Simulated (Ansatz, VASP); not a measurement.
# EuO in VASP and in Ansatz

```
CELL_PARAMETERS angstrom
0.00000 2.57195 2.57195
2.57195 0.00000 2.57195
2.57195 2.57195 0.00000
ATOMIC_POSITIONS crystal
Eu 0.00000 0.00000 0.00000
O 0.50000 0.50000 0.50000
```

Alike in both runs: task single point; functional LDA; k mesh 8 × 8 × 8; occupations methfessel-paxton of order 1, width 0.1 eV; collinear spin.

|  | VASP | Ansatz |
| --- | --- | --- |
| version | VASP 6.6.1 | Ansatz 0.2.0 |
| potentials or method | VASP PAW PBE potentials, release 64 (Eu, O), cutoff 600 eV | plane waves, PAW |
| valence electrons in the cell | 23 | 23 |

```csv
,VASP,Ansatz,Ansatz less VASP
pressure (GPa),-13.3,-12.9,+0.34
net moment per atom (μB),3.45,3.47,+0.021
size of the moment on the site where the two differ most (μB),6.57,6.60,+0.025
```

VASP's potentials were made for PBE, not for LDA. LDA's correlation is that of Perdew and Zunger in VASP and of Perdew and Wang (1992) in Ansatz. Site moments also hang on the region over which each program counts them. Ansatz's warnings: given moment on shells, stability check not made, stress scf threshold loose.

Neither program's run includes spin-orbit coupling.
